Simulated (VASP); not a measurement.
Write the native input for VASP 6.6.1 that does the following.

* Task: single point
* Functional: LDA
* Potentials or basis: VASP PAW LDA potentials, release 64 (Sc_sv, Al)
* Cutoff: 520 eV
* k mesh: 12 × 12 × 12
* Occupations: fermi-dirac, width 0.15 eV
* Spin: no spin polarisation
* Dipole correction: no
* Further INCAR settings: ALGO = Normal; EDIFF = 1e-07; NBANDS = 14

The structure of ScAl lies in POSCAR:

```
ScAl
1.0
    3.2881605749      0.0000000000      0.0000000000
    0.0000000000      3.2881605749      0.0000000000
    0.0000000000      0.0000000000      3.2881605749
Sc Al
1 1
Direct
    0.5000000000      0.5000000000      0.5000000000
    0.0000000000      0.0000000000      0.0000000000
```

This cell differs from its parent crystal: volume scaled by 0.98.

One way to write it, as run:

INCAR

```
SYSTEM = ScAl
PREC = Accurate
ENCUT = 520
EDIFF = 1E-7
ISMEAR = -1
SIGMA = 0.15
LREAL = .FALSE.
LASPH = .TRUE.
NELM = 100
ALGO = Normal
ISIF = 2
LWAVE = .FALSE.
LCHARG = .TRUE.
GGA = CA
LELF = .TRUE.
LVHAR = .TRUE.
NBANDS = 14
```

KPOINTS

```
Automatic mesh
0
G
  12 12 12
  0 0 0
```

Potentials or basis: VASP PAW LDA potentials, release 64 (Sc_sv, Al).

Run with:

```console
$ cat potpaw_LDA.64/Sc_sv/POTCAR potpaw_LDA.64/Al/POTCAR > POTCAR
$ mpirun -np 1 vasp_std > vasp.out
```

Results of the run:

```json
{
  "Pressure": "2.0 GPa",
  "Band gap on the k mesh": "zero (band 7 reaches 6.72 eV, above the bottom of band 8 at 5.56 eV)"
}
```

Run time: 24 s on 1 thread of AMD EPYC 7R43 64-Core Processor (Zen 3), on a shared host, peak memory 0.12 GiB.
